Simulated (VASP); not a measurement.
A run of VASP 6.6.1:

File POSCAR:

```
Se
1.0
    4.3662000000      0.0000000000      0.0000000000
   -2.1831000000      3.7812401180      0.0000000000
    0.0000000000      0.0000000000      4.9536000000
Se
3
Direct
    0.2254000000      0.0000000000      0.3333333333
    0.0000000000      0.2254000000      0.6666666667
    0.7746000000      0.7746000000      0.0000000000
```

Contents of INCAR.step1:

```
SYSTEM = Se
PREC = Accurate
ENCUT = 520
EDIFF = 1E-6
ISMEAR = 0
SIGMA = 0.05
LREAL = .FALSE.
LASPH = .TRUE.
NELM = 80
ALGO = Normal
ISIF = 2
LWAVE = .FALSE.
LCHARG = .TRUE.
GGA = PE
NBANDS = 16
```

The input KPOINTS.step1:

```
Automatic mesh
0
G
  9 9 6
  0 0 0
```

Contents of INCAR.step2:

```
SYSTEM = Se
PREC = Accurate
ENCUT = 520
EDIFF = 1E-6
ISMEAR = -5
SIGMA = 0.05
LREAL = .FALSE.
LASPH = .TRUE.
NELM = 80
ALGO = Normal
ISIF = 2
LWAVE = .FALSE.
LCHARG = .FALSE.
GGA = PE
LORBIT = 11
NBANDS = 16
NEDOS = 1001
ICHARG = 11
```

File KPOINTS.step2:

```
Automatic mesh
0
G
  14 14 9
  0 0 0
```

Potentials or basis: VASP PAW PBE potentials, release 64 (Se).

Run with:

```console
$ cat potpaw_PBE.64/Se/POTCAR > POTCAR
$ cp INCAR.step1 INCAR
$ cp KPOINTS.step1 KPOINTS
$ mpirun -np 1 vasp_std > vasp.out
$ cp INCAR.step2 INCAR
$ cp KPOINTS.step2 KPOINTS
$ mpirun -np 1 vasp_std > vasp.out
```

Hardware: 1 thread of Intel(R) Xeon(R) Platinum 8488C (Sapphire Rapids), with other jobs on the host.

How long does it take, and how much memory?

Run time: 110 s on 1 thread of Intel(R) Xeon(R) Platinum 8488C (Sapphire Rapids), on a shared host, peak memory 0.32 GiB. Counts: k points 184.
